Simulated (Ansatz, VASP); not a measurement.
**One calculation of NaCa2, two programs**

```xyz
6
Lattice="0.0000 4.2693 4.2693 4.2693 0.0000 4.2693 4.2693 4.2693 0.0000" Properties=species:S:1:pos:R:3 pbc="T T T"
Na    0.0000    0.0000    0.0000
Na    2.1346    2.1346    2.1346
Ca    5.3366    5.3366    5.3366
Ca    5.3366    3.2020    3.2020
Ca    3.2020    3.2020    5.3366
Ca    3.2020    5.3366    3.2020
```

Alike in both runs: task relaxation of cell and atoms; functional PBE; k mesh 4 × 4 × 4; occupations gaussian, width 0.1 eV; no spin polarisation.

```csv
,VASP,Ansatz
version,VASP 6.6.1,Ansatz 0.2.0
potentials or method,"VASP PAW PBE potentials, release 64 (Na_pv, Ca_sv), cutoff 600 eV","scalar-relativistic, plane waves, PAW"
valence electrons in the cell,54,58
```

VASP gave:

| Quantity | Value |
| --- | --- |
| gap on the k mesh at the Fermi level, each at its own relaxed structure (eV) | none |
| relaxed volume (Å³/atom) | 46.22 |
| relaxed length of the cell vector where the two differ most in proportion (Å) | 7.320 |

Q: What did Ansatz give for the same quantities?

A: gap on the k mesh at the Fermi level, each at its own relaxed structure (eV): none; relaxed volume (Å³/atom): 45.37; relaxed length of the cell vector where the two differ most in proportion (Å): 7.275.

A gap of «none» marks a metal or a gap that the smearing closes. VASP's potentials hold 54 valence electrons a cell and Ansatz's 58, so a difference there can come from the potentials and not from the codes.

Noted on VASP's run: the volume moved by over 15 % at a fixed basis, so the end points are rough.
